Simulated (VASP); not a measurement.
# AlN (P6_3mc) in VASP: further runs

AlN is run at these levels: PBE, r2SCAN; tasks: single point.

All numbers are computed with VASP 6.6.1; they aren't measurements. Logs are shortened: lines on timing, memory, paths and dates and some standing lists are left out, and cuts for length are marked.

## (1) The cell of the first run

Symmetry: P6_3mc, No. 186, hexagonal system. Conventional cell: a = 3.192 Å, b = 3.192 Å, c = 5.116 Å, α = 90.00°, β = 90.00°, γ = 120.00°. Al (site symmetry 3m) has 4 N at 1.94 to 1.95 Å within 2.6 Å. N (site symmetry 3m) has 4 Al at 1.94 to 1.95 Å within 2.6 Å.

## (2) Single point, PBE (volume changed by +6%)

The input, INCAR:

```
SYSTEM = AlN
PREC = Accurate
ENCUT = 520
EDIFF = 1E-6
ISMEAR = 0
SIGMA = 0.01
LREAL = .FALSE.
LASPH = .TRUE.
NELM = 60
ALGO = Normal
ISIF = 2
LWAVE = .FALSE.
LCHARG = .TRUE.
GGA = PE
LELF = .TRUE.
LVHAR = .TRUE.
NBANDS = 16
```

The input, KPOINTS:

```
regular mesh
0
G
  9 9 4
  0 0 0
```

The input, POSCAR:

```
AlN
1.0
    3.1915853648      0.0000000000      0.0000000000
   -1.5957926824      2.7639940043      0.0000000000
    0.0000000000      0.0000000000      5.1163350368
Al N
2 2
Direct
    0.3333333333      0.6666666667     -0.0032711565
    0.6666666667      0.3333333333      0.4967288435
    0.3333333333      0.6666666667      0.3782711565
    0.6666666667      0.3333333333      0.8782711565
```

Potentials or basis: VASP PAW PBE potentials, release 64 (Al, N).

Started as:

```sh
$ cat potpaw_PBE.64/Al/POTCAR potpaw_PBE.64/N/POTCAR > POTCAR
$ mpirun -np 1 vasp_std > vasp.out
```

OUTCAR:

```text
SYSTEM = AlN
   PREC = Accurate
   ENCUT = 520
   EDIFF = 1E-6
   ISMEAR = 0
   LREAL = .FALSE.
   LASPH = .TRUE.
   NELM = 60
   ISIF = 2
   GGA = PE

 ion  position               nearest neighbor table
   1  0.333  0.667  0.997-   4 1.94   4 1.94   4 1.94   3 1.95   2 3.15   2 3.15   2 3.15   2 3.15
                             2 3.15   2 3.15
   2  0.667  0.333  0.497-   3 1.94   3 1.94   3 1.94   4 1.95   1 3.15   1 3.15   1 3.15   1 3.15
                             1 3.15   1 3.15
   3  0.333  0.667  0.378-   2 1.94   2 1.94   2 1.94   1 1.95
   4  0.667  0.333  0.878-   1 1.94   1 1.94   1 1.94   2 1.95

  LATTYP: Found a hexagonal cell.
 ALAT       =     3.1915853648
 C/A-ratio  =     1.6030700896

  Lattice vectors:

 A1 = (   3.1915853648,   0.0000000000,   0.0000000000)
 A2 = (  -1.5957926824,   2.7639940043,   0.0000000000)
 A3 = (   0.0000000000,   0.0000000000,   5.1163350368)

Analysis of symmetry for initial positions (statically):
=====================================================================
 Subroutine PRICEL returns:
 Original cell was already a primitive cell.

 Routine SETGRP: Setting up the symmetry group for a
 hexagonal supercell.

 Subroutine GETGRP returns: Found 12 space group operations
 (whereof  6 operations were pure point group operations)
 out of a pool of 24 trial point group operations.

The static configuration has the point symmetry C_3v.
 The point group associated with its full space group is C_6v.

Analysis of symmetry for dynamics (positions and initial velocities):
=====================================================================
 Subroutine PRICEL returns:
 Original cell was already a primitive cell.

 Routine SETGRP: Setting up the symmetry group for a
 hexagonal supercell.

 Subroutine GETGRP returns: Found 12 space group operations
 (whereof  6 operations were pure point group operations)
 out of a pool of 24 trial point group operations.

The dynamic configuration has the point symmetry C_3v.
 The point group associated with its full space group is C_6v.

 Subroutine INISYM returns: Found 12 space group operations
 (whereof  6 operations are pure point group operations),
 and found     1 'primitive' translations

----------------------------------------------------------------------------------------

                                     Primitive cell

  volume of cell :      45.1339

  direct lattice vectors                    reciprocal lattice vectors
     3.191585365  0.000000000  0.000000000     0.313323908  0.180897643  0.000000000
    -1.595792682  2.763994004  0.000000000     0.000000000  0.361795286  0.000000000
     0.000000000  0.000000000  5.116335037     0.000000000  0.000000000  0.195452407

  length of vectors
     3.191585365  3.191585365  5.116335037     0.361795286  0.361795286  0.195452407

  position of ions in fractional coordinates (direct lattice)
     0.333333333  0.666666667  0.996728844
     0.666666667  0.333333333  0.496728844
     0.333333333  0.666666667  0.378271156
     0.666666667  0.333333333  0.878271156

  ion indices of the primitive-cell ions
   primitive index   ion index
                 1           1
                 2           2
                 3           3
                 4           4

----------------------------------------------------------------------------------------

 KPOINTS: regular mesh

Automatic generation of k-mesh.
 Grid dimensions read from file:
 generate k-points for:    9    9    4

 Generating k-lattice:

  Cartesian coordinates                     Fractional coordinates (reciprocal lattice)
     0.034813768  0.020099738  0.000000000     0.111111111  0.000000000  0.000000000
     0.000000000  0.040199476  0.000000000     0.000000000  0.111111111  0.000000000
     0.000000000  0.000000000  0.048863102     0.000000000  0.000000000  0.250000000

  Length of vectors
     0.040199476  0.040199476  0.048863102

  Shift w.r.t. Gamma in fractional coordinates (k-lattice)
     0.000000000  0.000000000  0.000000000

 Subroutine IBZKPT returns following result:
 ===========================================

 Found     36 irreducible k-points:

 Following reciprocal coordinates:
            Coordinates               Weight
  0.000000  0.000000  0.000000      1.000000
  0.111111  0.000000  0.000000      6.000000
  0.222222 -0.000000  0.000000      6.000000
  0.333333 -0.000000  0.000000      6.000000
  0.444444 -0.000000  0.000000      6.000000
  0.111111  0.111111  0.000000      6.000000
[... 16 lines left out ...]
  0.333333  0.222222  0.250000     24.000000
  0.333333  0.333333  0.250000      4.000000
 [... further k-points ...]
   k-points           NKPTS =     36   k-points in BZ     NKDIM =     36   number of bands    NBANDS=     16
   number of dos      NEDOS =    301   number of ions     NIONS =      4
   total plane-waves  NPLWV =  23040
   dimension x,y,z NGX =    24 NGY =   24 NGZ =   40
   dimension x,y,z NGXF=    48 NGYF=   48 NGZF=   80
   ions per type =               2   2
   NGX,Y,Z   is equivalent  to a cutoff of  12.50, 12.50, 13.00 a.u.
   NGXF,Y,Z  is equivalent  to a cutoff of  25.00, 25.00, 25.99 a.u.
 SYSTEM =  AlN
   PREC   = accura    normal or accurate (medium, high low for compatibility)
   ISTART =      0    job   : 0-new  1-cont  2-samecut
   ICHARG =      2    charge: 1-file 2-atom 10-const
   ISPIN  =      1    spin polarized calculation?
   LNONCOLLINEAR =      F non collinear calculations
   LSORBIT =      F    spin-orbit coupling
   LASPH  =      T    aspherical Exc in radial PAW
   ENCUT  =  520.0 eV  38.22 Ry    6.18 a.u.   5.93  5.93  9.51*2*pi/ulx,y,z
   NELM   =     60;   NELMIN=  2; NELMDL= -5     # of ELM steps
   EDIFF  = 0.1E-05   stopping-criterion for ELM
   LREAL  =      F    real-space projection
   EDIFFG = 0.1E-04   stopping-criterion for IOM
   NSW    =      0    number of steps for IOM
   IBRION =     -1    ionic relax: 0-MD 1-quasi-New 2-CG
   NFREE  =      0    steps in history (QN), initial steepest desc. (CG)
   ISIF   =      2    stress and relaxation
   ISYM   =      2    0-nonsym 1-usesym 2-fastsym
   POTIM  = 0.5000    time-step for ionic-motion
   TEBEG  =    0.0;   TEEND  =   0.0 temperature during run
   PSTRESS=    0.0 pullay stress
   NELECT =      16.0000    total number of electrons
   NUPDOWN=      -1.0000    fix difference up-down
   EMIN   =  10.00;   EMAX   =-10.00  energy-range for DOS
   EFERMI =   0.00;   METHOD = LEGACY
   ISMEAR =     0;   SIGMA  =   0.01  broadening in eV -4-tet -1-fermi 0-gaus
   EFERMI_NEDOS =   21; number of points for ismear=-14 and -15
   IALGO  =     38    algorithm
   IMIX   =      4    mixing-type and parameters
     AMIX     =   0.40;   BMIX     =  1.00
     AMIX_MAG =   1.60;   BMIX_MAG =  1.00
  volume/ion in A,a.u.               =      11.28        76.14
  Fermi-wavevector in a.u.,A,eV,Ry     =   1.158637  2.189506 18.264994  1.342439
  Thomas-Fermi vector in A             =   2.295237
   LORBIT       =      0    0 simple, 1 ext, 2 COOP (PROOUT), +10 PAW based schemes
   GGA     = PE    functional components
   LHFCALC =     F    Hartree Fock is set to
   AEXX    =    0.0000 exact exchange contribution
   IVDW    =     0    specifies the selected vdW correction
   LEPSILON=     F    determine dielectric tensor
   LRPA    =     F    only Hartree local field effects (RPA)
 non-spin polarized calculation
 Gauss-broadening in eV      SIGMA  =   0.01
  energy-cutoff  :      520.00
  volume of cell :       45.13
 maximum number of plane-waves:      1236
 NGX is ok and might be reduce to    24
   NGX = 11   NGY = 11   NGZ = 19

 number of electron      16.0000003 magnetization

 Free energy of the ion-electron system (eV)
  ---------------------------------------------------
  ext. energy  EPLUGINS =         0.00000000
  ---------------------------------------------------
  free energy    TOTEN  =       -29.69347870 eV

  energy without entropy =      -29.69347870  energy(sigma->0) =      -29.69347870

 E-fermi :   5.4908     XC(G=0): -10.5776

 val. band max:        5.4264745400   @ k =   0.0000   0.0000   0.0000
 cond. band min:       8.9707024239   @ k =   0.0000   0.0000   0.0000
 fundamental gap:      3.5442278838
 Fermi energy:         5.4907774522

 k-point     1 :       0.0000    0.0000    0.0000
  band No.  band energies     occupation
      1      -9.3046      2.00000
      2      -7.3938      2.00000
      3      -0.2260      2.00000
      4       4.6075      2.00000
      5       4.6075      2.00000
      6       5.2354      2.00000
[... 8 lines left out ...]
     15      17.8428      0.00000
     16      17.8428      0.00000

 k-point     2 :       0.1111    0.0000    0.0000
  band No.  band energies     occupation
      1      -9.1618      2.00000
      2      -7.3149      2.00000
      3      -0.0507      2.00000
      4       3.9313      2.00000
      5       4.4239      2.00000
      6       4.5465      2.00000
[... 8 lines left out ...]
     15      17.7545      0.00000
     16      17.9285      0.00000

 k-point     3 :       0.2222   -0.0000    0.0000
  band No.  band energies     occupation
      1      -8.7585      2.00000
      2      -7.1181      2.00000
      3       0.4568      2.00000
      4       2.5050      2.00000
      5       3.3309      2.00000
      6       4.0419      2.00000
[... 8 lines left out ...]
     15      16.9581      0.00000
     16      17.8298      0.00000

 k-point     4 :       0.3333   -0.0000    0.0000
  band No.  band energies     occupation
      1      -8.1831      2.00000
      2      -6.9286      2.00000
      3       1.1010      2.00000
      4       1.2909      2.00000
      5       2.2221      2.00000
      6       3.6839      2.00000
[... 8 lines left out ...]
     15      16.8066      0.00000
     16      19.0638      0.00000
[... 324 lines left out ...]
 k-point    22 :       0.2222    0.2222    0.2500
  band No.  band energies     occupation
      1      -7.7441      2.00000
      2      -7.0246      2.00000
      3       0.8818      2.00000
      4       1.2048      2.00000
      5       2.8093      2.00000
      6       2.9571      2.00000
[... 8 lines left out ...]
     15      17.0369      0.00000
     16      19.2805      0.00000

 k-point    23 :       0.3333    0.2222    0.2500
  band No.  band energies     occupation
      1      -7.3187      2.00000
      2      -6.9628      2.00000
      3       0.6210      2.00000
      4       1.0714      2.00000
      5       2.0577      2.00000
      6       3.1643      2.00000
[... 8 lines left out ...]
     15      17.6778      0.00000
     16      19.4301      0.00000

 k-point    24 :       0.3333    0.3333    0.2500
  band No.  band energies     occupation
      1      -7.0550      2.00000
      2      -7.0550      2.00000
      3       1.1594      2.00000
      4       1.1594      2.00000
      5       1.1871      2.00000
      6       2.6917      2.00000
[... 8 lines left out ...]
     15      18.0406      0.00000
     16      19.8321      0.00000

 [... further k-points ...]

------------------------ aborting loop because EDIFF is reached ----------------------------------------

  FORCE on cell =-STRESS in cart. coord.  units (eV):
  Direction    XX          YY          ZZ          XY          YZ          ZX
  --------------------------------------------------------------------------------------
  -------------------------------------------------------------------------------------
  Total       -2.9690202     -2.9690202     -2.7659949      0.0000000      0.0000000      0.0000000
  in kB     -105.3952903   -105.3952903    -98.1882267      0.0000000      0.0000000      0.0000000
  external PRESSURE =    -102.9929358 kB  Pullay stress =       0.0000000 kB

 VOLUME and BASIS-vectors are now :
 -----------------------------------------------------------------------------
  energy-cutoff  :      520.00
  volume of cell :       45.13
      direct lattice vectors                 reciprocal lattice vectors
     3.191585365  0.000000000  0.000000000     0.313323908  0.180897643  0.000000000
    -1.595792682  2.763994004  0.000000000     0.000000000  0.361795286  0.000000000
     0.000000000  0.000000000  5.116335037     0.000000000  0.000000000  0.195452407

 POSITION                                       TOTAL-FORCE (eV/Angst)
 -----------------------------------------------------------------------------------
     -0.00000      1.84266      5.09960        -0.000000      0.000000      0.019754
      1.59579      0.92133      2.54143         0.000000      0.000000      0.019754
     -0.00000      1.84266      1.93536         0.000000     -0.000000     -0.019754
      1.59579      0.92133      4.49353        -0.000000      0.000000     -0.019754
 -----------------------------------------------------------------------------------
    total drift:                                0.000000      0.000000     -0.001001

  FREE ENERGIE OF THE ION-ELECTRON SYSTEM (eV)
  ---------------------------------------------------
  free  energy   TOTEN  =       -29.6934787042 eV

  energy  without entropy=      -29.6934787042  energy(sigma->0) =      -29.69347870
```

Wall time 14 s (1 thread of AMD EPYC 9R45 (Zen 5), shared host); peak memory 0.13 GiB.

What came out:

```yaml
Free_energy: -29.6935 eV
Pressure: -10.3 GPa
Largest_force: 0.020 eV/Å
Band_gap_on_the_k_mesh: 3.54 eV, direct
```

Forces on the atoms (eV/Å):
```
Al   0.000  0.000  0.020
Al   0.000  0.000  0.020
N    0.000  0.000 -0.020
N    0.000  0.000 -0.020
```

Levels at points of the mesh, in eV from the valence-band top:
| k point | band 6 | band 7 | band 8 | band 9 | band 10 | band 11 |
| --- | --- | --- | --- | --- | --- | --- |
| (0.00, 0.00, 0.00) | -0.19 | -0.19 | 0.00 | 3.54 | 6.01 | 10.00 |
| (0.00, 0.00, 0.50) | -0.51 | -0.51 | -0.51 | 5.82 | 5.82 | 9.70 |

## (3) Single point, r2SCAN (volume changed by -6%)

The input, POSCAR:

```
AlN
1.0
    3.0432740502      0.0000000000      0.0000000000
   -1.5216370251      2.6355526382      0.0000000000
    0.0000000000      0.0000000000      4.8769591246
Al N
2 2
Direct
    0.3333333333      0.6666666667     -0.0032954729
    0.6666666667      0.3333333333      0.4967045271
    0.3333333333      0.6666666667      0.3782954729
    0.6666666667      0.3333333333      0.8782954729
```

The input, INCAR.step1:

```
SYSTEM = AlN
ALGO     = Normal         ! electronic algorithm
EDIFF    = 1E-4           ! SCF threshold, eV
ENCUT    = 520            ! plane-wave cutoff, eV
GGA      = PE             ! functional
ISMEAR   = 0              ! smearing method
LASPH    = .TRUE.         ! aspherical terms in the spheres
LCHARG   = .FALSE.        ! write CHGCAR
LREAL    = .FALSE.        ! projectors in reciprocal space
LWAVE    = .TRUE.         ! write WAVECAR
NBANDS   = 16             ! bands
NELM     = 100            ! most SCF steps
PREC     = Accurate       ! precision mode
SIGMA    = 0.01           ! smearing width, eV
```

The input, INCAR.step2:

```
SYSTEM = AlN
ALGO     = Normal         ! electronic algorithm
EDIFF    = 1E-6           ! SCF threshold, eV
ENCUT    = 520            ! plane-wave cutoff, eV
ISIF     = 2              ! what is computed and relaxed
ISMEAR   = 0              ! smearing method
ISTART   = 1            
LASPH    = .TRUE.         ! aspherical terms in the spheres
LCHARG   = .TRUE.         ! write CHGCAR
LELF     = .TRUE.         ! ELF
LMIXTAU  = .TRUE.       
LREAL    = .FALSE.        ! projectors in reciprocal space
LVHAR    = .TRUE.       
LWAVE    = .FALSE.        ! write WAVECAR
METAGGA  = R2SCAN         ! meta-GGA
NBANDS   = 16             ! bands
NELM     = 100            ! most SCF steps
PREC     = Accurate       ! precision mode
SIGMA    = 0.01           ! smearing width, eV
```

The input, KPOINTS:

```
k-points
0
G
  9 9 4
  0 0 0
```

Potentials or basis: VASP PAW PBE potentials, release 64 (Al, N).

Started as:

```sh
$ cat potpaw_PBE.64/Al/POTCAR potpaw_PBE.64/N/POTCAR > POTCAR
$ cp INCAR.step1 INCAR
$ mpirun -np 1 vasp_std > vasp.out
$ cp INCAR.step2 INCAR
$ mpirun -np 1 vasp_std > vasp.out
```

Wall time 50 s (1 thread of AMD EPYC 9R45 (Zen 5), shared host); peak memory 0.13 GiB.

It converged, with:

* Free energy: -38.3504 eV
* Pressure: 14.4 GPa
* Largest force: 0.029 eV/Å
* Band gap on the k mesh: 5.51 eV, direct

Forces in eV/Å, atoms in the order of the input:
```
Al   0.000  0.000 -0.029
Al   0.000  0.000 -0.029
N    0.000  0.000  0.029
N    0.000  0.000  0.029
```

Stress tensor (GPa, compression positive):
```
14.70  0.00  0.00
 0.00 14.70  0.00
 0.00  0.00 13.67
```

Levels at points of the mesh, in eV from the valence-band top:
| k point | band 5 | band 6 | band 7 | band 8 | band 9 | band 10 | band 11 | band 12 |
| --- | --- | --- | --- | --- | --- | --- | --- | --- |
| (0.00, 0.00, 0.00) | -0.91 | -0.24 | -0.24 | 0.00 | 5.51 | 8.12 | 12.16 | 12.51 |
| (0.00, 0.00, 0.50) | -0.59 | -0.59 | -0.59 | -0.59 | 7.84 | 7.84 | 11.86 | 11.86 |

Caveat: the PAW data sets were made with another functional, which shifts forces and pressure a little. A k mesh can miss the band edges.

(Part 1 of 2 ends here.)
